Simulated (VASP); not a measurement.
# NaF (Cmcm) in VASP: single point with r2SCAN

Aim: the single point of NaF with r2SCAN.

Program: VASP 6.6.1. These are calculated values, not measurements. Logs are shortened: lines on timing, memory, paths and dates and some standing lists are left out, and cuts for length are marked.

## (1) The cell of the first run

It takes space group Cmcm (No. 63, orthorhombic). The conventional cell has a = 3.907 Å, b = 6.700 Å, c = 4.551 Å, α = 90.00°, β = 90.00°, γ = 90.00°. Na (site symmetry m2m) has 5 F at 2.24 to 2.28 Å within 3.0 Å. Within 3.0 Å of F (site symmetry m2m) lie 5 Na at 2.24 to 2.28 Å.

## (2) Single point, r2SCAN (uniaxial x strain +1.0%)

Contents of POSCAR:

```
NaF
1.0
    3.9067452882      0.0000000000      0.0000000000
   -1.9533726441      3.3498422433      0.0000000000
    0.0000000000      0.0000000000      4.5513806497
Na F
2 2
Direct
    0.3325591009      0.6651182017     -0.0625000000
    0.6674408991      0.3348817983      0.4375000000
    0.3324730304      0.6649460608      0.4375000000
    0.6675269696      0.3350539392      0.9375000000
```

Contents of INCAR.step1:

```
PREC     = Accurate       # precision mode
ENCUT    = 520            # plane-wave cutoff, eV
ISMEAR   = 0              # smearing method
SIGMA    = 0.01           # smearing width, eV
LREAL    = False          # projectors in reciprocal space
LASPH    = True           # aspherical terms in the spheres
NELM     = 80             # most SCF steps
NBANDS   = 22             # bands
GGA      = PE             # functional
ALGO     = Normal         # electronic algorithm
EDIFF    = 1E-4           # SCF threshold, eV
LWAVE    = True           # write WAVECAR
LCHARG   = False          # write CHGCAR
```

Contents of INCAR.step2:

```
PREC     = Accurate       # precision mode
ENCUT    = 520            # plane-wave cutoff, eV
EDIFF    = 1E-7           # SCF threshold, eV
ISMEAR   = 0              # smearing method
SIGMA    = 0.01           # smearing width, eV
LREAL    = False          # projectors in reciprocal space
LASPH    = True           # aspherical terms in the spheres
NELM     = 80             # most SCF steps
ALGO     = Normal         # electronic algorithm
ISIF     = 2              # what is computed and relaxed
LWAVE    = False          # write WAVECAR
LCHARG   = True           # write CHGCAR
METAGGA  = R2SCAN         # meta-GGA
LMIXTAU  = True         
LELF     = True           # ELF
LVHAR    = True         
NBANDS   = 22             # bands
ISTART   = 1
```

Contents of KPOINTS:

```
regular mesh
0
Gamma
  12 12 6
```

Potentials or basis: VASP PAW PBE potentials, release 64 (Na_pv, F).

Run with:

```bash
> cat potpaw_PBE.64/Na_pv/POTCAR potpaw_PBE.64/F/POTCAR > POTCAR
> cp INCAR.step1 INCAR
> mpirun -np 1 vasp_std > vasp.out
> cp INCAR.step2 INCAR
> mpirun -np 1 vasp_std > vasp.out
```

OUTCAR:

```text
PREC = Accurate
   ENCUT = 520
   EDIFF = 1E-7
   ISMEAR = 0
   LREAL = False
   LASPH = True
   NELM = 80
   ISIF = 2
   METAGGA = R2SCAN
   ISTART = 1

 ion  position               nearest neighbor table
   1  0.333  0.665  0.938-   4 2.24   4 2.24   4 2.24   3 2.28   3 2.28
   2  0.667  0.335  0.438-   3 2.24   3 2.24   3 2.24   4 2.28   4 2.28
   3  0.332  0.665  0.438-   2 2.24   2 2.24   2 2.24   1 2.28   1 2.28
   4  0.668  0.335  0.938-   1 2.24   1 2.24   1 2.24   2 2.28   2 2.28

  Warning from LATTYP: Monoclinic adjustment (A1->A3, A2->A1, A3->A2)!
  LATTYP: Found a base centered orthorhombic cell.
 ALAT       =     3.9067452882
 B/A-ratio  =     1.7149017897
 C/A-ratio  =     1.1650057308

  Lattice vectors:

 A1 = (   1.9533726441,  -3.3498422433,   0.0000000000)
 A2 = (   1.9533726441,   3.3498422433,   0.0000000000)
 A3 = (   0.0000000000,   0.0000000000,   4.5513806497)

Analysis of symmetry for initial positions (statically):
=====================================================================
 Subroutine PRICEL returns:
 Original cell was already a primitive cell.

 Routine SETGRP: Setting up the symmetry group for a
 base centered orthorhombic supercell.

 Subroutine GETGRP returns: Found  8 space group operations
 (whereof  2 operations were pure point group operations)
 out of a pool of  8 trial point group operations.

The static configuration has the point symmetry C_1h.
 The point group associated with its full space group is D_2h.

Analysis of symmetry for dynamics (positions and initial velocities):
=====================================================================
 Subroutine PRICEL returns:
 Original cell was already a primitive cell.

 Routine SETGRP: Setting up the symmetry group for a
 base centered orthorhombic supercell.

 Subroutine GETGRP returns: Found  8 space group operations
 (whereof  2 operations were pure point group operations)
 out of a pool of  8 trial point group operations.

The dynamic configuration has the point symmetry C_1h.
 The point group associated with its full space group is D_2h.

 Subroutine INISYM returns: Found  8 space group operations
 (whereof  2 operations are pure point group operations),
 and found     1 'primitive' translations

----------------------------------------------------------------------------------------

                                     Primitive cell

  volume of cell :      59.5638

  direct lattice vectors                    reciprocal lattice vectors
     3.906745288  0.000000000  0.000000000     0.255967545  0.149260760  0.000000000
    -1.953372644  3.349842243  0.000000000     0.000000000  0.298521521  0.000000000
     0.000000000  0.000000000  4.551380650     0.000000000  0.000000000  0.219713550

  length of vectors
     3.906745288  3.877770976  4.551380650     0.296307541  0.298521521  0.219713550

  position of ions in fractional coordinates (direct lattice)
     0.332559101  0.665118202  0.937500000
     0.667440899  0.334881798  0.437500000
     0.332473030  0.664946061  0.437500000
     0.667526970  0.335053939  0.937500000

  ion indices of the primitive-cell ions
   primitive index   ion index
                 1           1
                 2           2
                 3           3
                 4           4

----------------------------------------------------------------------------------------

 KPOINTS: regular mesh

Automatic generation of k-mesh.
 Grid dimensions read from file:
 generate k-points for:   12   12    6

 Generating k-lattice:

  Cartesian coordinates                     Fractional coordinates (reciprocal lattice)
     0.021330629  0.012438397  0.000000000     0.083333333  0.000000000  0.000000000
     0.000000000  0.024876793  0.000000000     0.000000000  0.083333333  0.000000000
     0.000000000  0.000000000  0.036618925     0.000000000  0.000000000  0.166666667

  Length of vectors
     0.024692295  0.024876793  0.036618925

  Shift w.r.t. Gamma in fractional coordinates (k-lattice)
     0.000000000  0.000000000  0.000000000

 Subroutine IBZKPT returns following result:
 ===========================================

 Found    172 irreducible k-points:

 Following reciprocal coordinates:
            Coordinates               Weight
  0.000000  0.000000  0.000000      1.000000
  0.083333  0.000000  0.000000      4.000000
  0.166667  0.000000  0.000000      4.000000
  0.250000  0.000000  0.000000      4.000000
  0.333333  0.000000  0.000000      4.000000
  0.416667  0.000000  0.000000      4.000000
[... 16 lines left out ...]
  0.333333  0.166667  0.000000      4.000000
  0.416667  0.166667  0.000000      4.000000
 [... further k-points ...]
   k-points           NKPTS =    172   k-points in BZ     NKDIM =    172   number of bands    NBANDS=     22
   number of dos      NEDOS =    301   number of ions     NIONS =      4
   total plane-waves  NPLWV =  32400
   dimension x,y,z NGX =    30 NGY =   30 NGZ =   36
   dimension x,y,z NGXF=    60 NGYF=   60 NGZF=   72
   ions per type =               2   2
   NGX,Y,Z   is equivalent  to a cutoff of  12.77, 12.86, 13.15 a.u.
   NGXF,Y,Z  is equivalent  to a cutoff of  25.53, 25.72, 26.30 a.u.
 SYSTEM =  unknown system
   PREC   = accura    normal or accurate (medium, high low for compatibility)
   ISTART =      1    job   : 0-new  1-cont  2-samecut
   ICHARG =      0    charge: 1-file 2-atom 10-const
   ISPIN  =      1    spin polarized calculation?
   LNONCOLLINEAR =      F non collinear calculations
   LSORBIT =      F    spin-orbit coupling
   LASPH  =      T    aspherical Exc in radial PAW
   ENCUT  =  520.0 eV  38.22 Ry    6.18 a.u.   7.26  7.21  8.46*2*pi/ulx,y,z
   NELM   =     80;   NELMIN=  2; NELMDL=  0     # of ELM steps
   EDIFF  = 0.1E-06   stopping-criterion for ELM
   LREAL  =      F    real-space projection
   EDIFFG = 0.1E-05   stopping-criterion for IOM
   NSW    =      0    number of steps for IOM
   IBRION =     -1    ionic relax: 0-MD 1-quasi-New 2-CG
   NFREE  =      0    steps in history (QN), initial steepest desc. (CG)
   ISIF   =      2    stress and relaxation
   ISYM   =      2    0-nonsym 1-usesym 2-fastsym
   POTIM  = 0.5000    time-step for ionic-motion
   TEBEG  =    0.0;   TEEND  =   0.0 temperature during run
   PSTRESS=    0.0 pullay stress
   NELECT =      28.0000    total number of electrons
   NUPDOWN=      -1.0000    fix difference up-down
   EMIN   =  10.00;   EMAX   =-10.00  energy-range for DOS
   EFERMI =   0.00;   METHOD = LEGACY
   ISMEAR =     0;   SIGMA  =   0.01  broadening in eV -4-tet -1-fermi 0-gaus
   EFERMI_NEDOS =   21; number of points for ismear=-14 and -15
   IALGO  =     38    algorithm
   IMIX   =      4    mixing-type and parameters
     AMIX     =   0.40;   BMIX     =  1.00
     AMIX_MAG =   1.60;   BMIX_MAG =  1.00
  volume/ion in A,a.u.               =      14.89       100.49
  Fermi-wavevector in a.u.,A,eV,Ry     =   1.272917  2.405464 22.045749  1.620317
  Thomas-Fermi vector in A             =   2.405769
   LORBIT       =      0    0 simple, 1 ext, 2 COOP (PROOUT), +10 PAW based schemes
   METAGGA = R2SCAN    functional components
   LHFCALC =     F    Hartree Fock is set to
   AEXX    =    0.0000 exact exchange contribution
   IVDW    =     0    specifies the selected vdW correction
   LEPSILON=     F    determine dielectric tensor
   LRPA    =     F    only Hartree local field effects (RPA)
 non-spin polarized calculation
 Gauss-broadening in eV      SIGMA  =   0.01
  energy-cutoff  :      520.00
  volume of cell :       59.56
 maximum number of plane-waves:      1624
 NGX is ok and might be reduce to    30
   NGX = 15   NGY = 15   NGZ = 17

 number of electron      27.9999979 magnetization

 Free energy of the ion-electron system (eV)
  ---------------------------------------------------
  ext. energy  EPLUGINS =         0.00000000
  ---------------------------------------------------
  free energy    TOTEN  =       -24.93946852 eV

  energy without entropy =      -24.93946852  energy(sigma->0) =      -24.93946852

 E-fermi :  -3.3697     XC(G=0):  -8.6515

 val. band max:       -3.4379197876   @ k =   0.0000   0.0000   0.0000
 cond. band min:       2.8798209585   @ k =   0.0000   0.0000   0.0000
 fundamental gap:      6.3177407460
 Fermi energy:        -3.3697280548

 k-point     1 :       0.0000    0.0000    0.0000
  band No.  band energies     occupation
      1     -23.6746      2.00000
      2     -23.4581      2.00000
      3     -23.1154      2.00000
      4     -23.0752      2.00000
      5     -23.0741      2.00000
      6     -23.0289      2.00000
[... 14 lines left out ...]
     21      15.8770      0.00000
     22      15.9859      0.00000

 k-point     2 :       0.0833    0.0000    0.0000
  band No.  band energies     occupation
      1     -23.7023      2.00000
      2     -23.5105      2.00000
      3     -23.1133      2.00000
      4     -23.0763      2.00000
      5     -23.0285      2.00000
      6     -23.0222      2.00000
[... 14 lines left out ...]
     21      15.5841      0.00000
     22      15.6864      0.00000

 k-point     3 :       0.1667    0.0000    0.0000
  band No.  band energies     occupation
      1     -23.7669      2.00000
      2     -23.6165      2.00000
      3     -23.1071      2.00000
      4     -23.0797      2.00000
      5     -23.0279      2.00000
      6     -22.9955      2.00000
[... 14 lines left out ...]
     21      14.8918      0.00000
     22      15.0379      0.00000
[... 476 lines left out ...]
 k-point    23 :       0.3333    0.1667    0.0000
  band No.  band energies     occupation
      1     -23.9361      2.00000
      2     -23.8947      2.00000
      3     -23.0989      2.00000
      4     -23.0701      2.00000
      5     -23.0292      2.00000
      6     -23.0281      2.00000
[... 14 lines left out ...]
     21      13.5869      0.00000
     22      15.0061      0.00000

 k-point    24 :       0.4167    0.1667    0.0000
  band No.  band energies     occupation
      1     -23.9431      2.00000
      2     -23.9162      2.00000
      3     -23.1007      2.00000
      4     -23.0644      2.00000
      5     -23.0336      2.00000
      6     -23.0296      2.00000
[... 14 lines left out ...]
     21      13.5201      0.00000
     22      14.9284      0.00000

 [... further k-points ...]

------------------------ aborting loop because EDIFF is reached ----------------------------------------

  FORCE on cell =-STRESS in cart. coord.  units (eV):
  Direction    XX          YY          ZZ          XY          YZ          ZX
  --------------------------------------------------------------------------------------
  -------------------------------------------------------------------------------------
  Total       -0.3621404     -0.3630833     -0.2768530      0.0000000      0.0000000      0.0000000
  in kB       -9.7410327     -9.7663936     -7.4469299      0.0000000      0.0000000      0.0000000
  external PRESSURE =      -8.9847854 kB  Pullay stress =       0.0000000 kB

 VOLUME and BASIS-vectors are now :
 -----------------------------------------------------------------------------
  energy-cutoff  :      520.00
  volume of cell :       59.56
      direct lattice vectors                 reciprocal lattice vectors
     3.906745288  0.000000000  0.000000000     0.255967545  0.149260760  0.000000000
    -1.953372644  3.349842243  0.000000000     0.000000000  0.298521521  0.000000000
     0.000000000  0.000000000  4.551380650     0.000000000  0.000000000  0.219713550

 POSITION                                       TOTAL-FORCE (eV/Angst)
 -----------------------------------------------------------------------------------
      0.00000      2.22804      4.26692        -0.000000     -0.010818     -0.000000
      1.95337      1.12180      1.99123         0.000000      0.010818      0.000000
      0.00000      2.22746      1.99123         0.000000     -0.000259      0.000000
      1.95337      1.12238      4.26692        -0.000000      0.000259     -0.000000
 -----------------------------------------------------------------------------------
    total drift:                                0.000000     -0.000000      0.000000

  FREE ENERGIE OF THE ION-ELECTRON SYSTEM (eV)
  ---------------------------------------------------
  free  energy   TOTEN  =       -24.9394685160 eV

  energy  without entropy=      -24.9394685160  energy(sigma->0) =      -24.93946852
```

Run time: 12 min. Hardware: 1 thread of Intel Xeon Platinum 8259CL at 2.50GHz (Skylake/Cascade Lake), shared host; peak memory 0.3 GiB.

What came out:

```yaml
Free_energy: -24.9395 eV
Pressure: -0.9 GPa
Largest_force: 0.011 eV/Å
Band_gap_on_the_k_mesh: 6.32 eV
```

Forces on the atoms (eV/Å):
```
Na   0.000 -0.011  0.000
Na   0.000  0.011  0.000
F    0.000  0.000  0.000
F    0.000  0.000  0.000
```

Caveat: the cell differs from its parent crystal (uniaxial x strain +1.0%); the PAW data sets were made with another functional, which shifts forces and pressure a little. A k mesh can miss the band edges.
